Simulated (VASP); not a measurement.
Here is a VASP 6.6.1 calculation.

File INCAR:

```
SYSTEM = Rb
PREC     = Accurate       ! precision mode
ENCUT    = 520            ! plane-wave cutoff, eV
EDIFF    = 1E-6           ! SCF threshold, eV
ISMEAR   = -1             ! smearing method
SIGMA    = 0.1            ! smearing width, eV
LREAL    = .FALSE.        ! projectors in reciprocal space
LASPH    = .TRUE.         ! aspherical terms in the spheres
NELM     = 60             ! most SCF steps
ALGO     = Normal         ! electronic algorithm
ISIF     = 2              ! what is computed and relaxed
LWAVE    = .FALSE.        ! write WAVECAR
LCHARG   = .FALSE.        ! write CHGCAR
GGA      = B5             ! functional
ALDAX    = 1.0          
AGGAX    = 1.0          
AGGAC    = 1.0          
ALDAC    = 0.0          
NBANDS   = 10             ! bands
```

Contents of KPOINTS:

```
regular mesh
0
G
  8 8 8
  0 0 0
```

File POSCAR:

```
Rb
1.0
    4.9089777161      0.0000000000      0.0000000000
    0.0000000000      4.9089777161      0.0000000000
    0.0000000000      0.0000000000      4.9089777161
Rb
1
Direct
    0.0000000000      0.0000000000      0.0000000000
```

Potentials or basis: VASP PAW PBE potentials, release 64 (Rb_sv).

The run is started by

```console
$ cat potpaw_PBE.64/Rb_sv/POTCAR > POTCAR
$ mpirun -np 1 vasp_std > vasp.out
```

**Question.** Estimate the pressure.

**Answer.** -0.1 GPa.

**Question.** Estimate the band gap on the k mesh.

**Answer.** Zero (an odd number of electrons rules out a gap without spin polarisation).

Caveat: the PAW data sets were made with another functional, which shifts forces and pressure a little.
